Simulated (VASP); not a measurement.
Sn2TeSe:

```xyz
4
Lattice="2.1912 1.2651 7.1242 -2.1912 1.2651 7.1242 0.0000 -2.5302 7.1242" Properties=species:S:1:pos:R:3 pbc="T T T"
Se    2.1912    1.2651    7.1242
Te    0.0000    0.0000   10.6863
Sn    0.0000    0.0000    5.4613
Sn    0.0000    0.0000   15.9113
```

Base run:

- Program: VASP 6.6.1
- Functional: r2SCAN
- Potentials or basis: VASP PAW PBE potentials, release 64 (Se, Te, Sn_d)
- Cutoff: 520 eV
- k mesh: 8 × 8 × 8
- Occupations: fermi-dirac, width 0.02 eV
- Spin: no spin polarisation

Its results: band gap on the k mesh 0.08 eV, direct; pressure 0.1 GPa.

**Question.** The run is repeated on the same cell with these changes: functional from r2SCAN to PBE. What comes out?

**Answer.** Band gap on the k mesh 0.22 eV, direct; pressure 0.9 GPa.

Caveats: spin-orbit coupling is left out, which moves the levels of the heavy elements; the PAW data sets were made with another functional, which shifts forces and pressure a little (some runs).

A k mesh can miss the band edges.
